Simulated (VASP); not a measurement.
Write the native input for VASP 6.6.1 that does the following.

```yaml
Task: single point
Functional: PBE
Potentials_or_basis: VASP PAW PBE potentials, release 64 (Al, Rh_pv)
Cutoff: 520 eV
k_mesh: 6 × 6 × 4
Occupations: gaussian, width 0.1 eV
Spin: no spin polarisation
Dipole_correction: no
Further_INCAR_settings: ALGO = Normal; EDIFF = 1e-07; NBANDS = 24
```

The structure of Al5Rh lies in POSCAR:

```
Al5Rh
1.0
    5.1838017450      0.0000000000      0.0000000000
   -2.5919008725      4.4893039994      0.0000000000
    0.0000000000      0.0000000000      7.4302982197
Al Rh
5 1
Direct
    0.0000000000      0.0000000000      0.1848763469
    0.0000000000      0.0000000000      0.8151236531
    0.5000000000      0.0000000000      0.0000000000
    0.0000000000      0.5000000000      0.0000000000
    0.5000000000      0.5000000000      0.0000000000
    0.0000000000      0.0000000000      0.5000000000
```

The cell was built from a structure type or drawn by symmetry, and may not be a known phase.

These files were run (other wordings do the same):

INCAR

```
SYSTEM = Al5Rh
PREC = Accurate
ENCUT = 520
EDIFF = 1E-7
ISMEAR = 0
SIGMA = 0.1
LREAL = .False.
LASPH = .True.
NELM = 100
ALGO = Normal
ISIF = 2
LWAVE = .False.
LCHARG = .False.
GGA = PE
NBANDS = 24
```

KPOINTS

```
Automatic mesh
0
Gamma
  6 6 4
  0 0 0
```

Potentials or basis: VASP PAW PBE potentials, release 64 (Al, Rh_pv).

Launch:

```sh
$ cat potpaw_PBE.64/Al/POTCAR potpaw_PBE.64/Rh_pv/POTCAR > POTCAR
$ mpirun -np 1 vasp_std > vasp.out
```

Results of the run:

```json
{"Pressure": "-0.1 GPa", "Largest force": "0.012 eV/Å", "Band gap on the k mesh": "zero (bands 15 and 16 overlap by 0.40 eV)"}
```

Run time: 2.2 min on 1 thread of Intel Xeon 8259CL, on a shared host, peak memory 0.32 GiB.
